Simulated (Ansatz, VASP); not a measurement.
# Ni: VASP beside Ansatz

Contents of INCAR:

```
PREC     = Accurate       # precision mode
ENCUT    = 520            # plane-wave cutoff, eV
EDIFF    = 1E-6           # SCF threshold, eV
ISMEAR   = -1             # smearing method
SIGMA    = 0.1            # smearing width, eV
LREAL    = False          # projectors in reciprocal space
LASPH    = True           # aspherical terms in the spheres
NELM     = 150            # most SCF steps
ALGO     = Normal         # electronic algorithm
ISIF     = 2              # what is computed and relaxed
LWAVE    = False          # write WAVECAR
LCHARG   = False          # write CHGCAR
ISPIN    = 2              # spin polarisation
MAGMOM   = 2 2            # initial moments
LORBIT   = 11             # projections on sites
LMAXMIX  = 4              # l up to which the mixer works
GGA      = PS             # functional
NBANDS   = 21             # bands
```

KPOINTS

```
regular mesh
0
Gamma
  13 13 7
```

The input POSCAR:

```
Ni
1.0
    2.4480230000      0.0000000000      0.0000000000
   -1.2240115000      2.1200501070      0.0000000000
    0.0000000000      0.0000000000      4.0728080000
Ni
2
Direct
    0.3333333333      0.6666666667      0.2500000000
    0.6666666667      0.3333333333      0.7500000000
```

Input for Ansatz:

```yaml
crystal:
  lattice:
    a: 2.448023
    b: 2.448023
    c: 4.072808
    alpha: 90.0
    beta: 90.0
    gamma: 120.0
  space_group: 194
  atoms:
    - { symbol: Ni, position: [0.3333333333333333, 0.6666666666666666, 0.25] }
basis:
  ecutwfc: 571.4391111657479
kpoints:
  mp_grid:
    grid: [13, 13, 7]
hamiltonian:
  xc: pbesol
magnetization:
  spin_polarized: true
  per_species:
    Ni: 2.0
scf:
  occupations:
    method: fermi_dirac
    width: 0.1
output:
  forces: true
  stress: true
```

Alike in both runs: task single point; functional PBEsol; k mesh 13 × 13 × 7; occupations fermi-dirac, width 0.1 eV; collinear spin.

|  | VASP | Ansatz |
| --- | --- | --- |
| version | VASP 6.6.1 | Ansatz 0.2.0 |
| potentials or method | VASP PAW PBE potentials, release 64 (Ni), cutoff 520 eV | plane waves, PAW |
| valence electrons in the cell | 20 | 36 |

```csv
,VASP,Ansatz,Ansatz less VASP
pressure (GPa),-3.0,-2.9,+0.09
"traceless stress, the component that is largest in VASP (GPa)",-2.42,-2.40,+0.017
net moment per atom (μB),0.61,0.62,+0.010
size of the moment on the site where the two differ most (μB),0.62,0.66,+0.037
```

VASP's potentials were made for PBE, not for PBEsol. Site moments also hang on the region over which each program counts them. The functional is the same, so the differences come from potentials, cutoffs and numerics. VASP's potentials hold 20 valence electrons a cell and Ansatz's 36, so a difference there can come from the potentials and not from the codes.
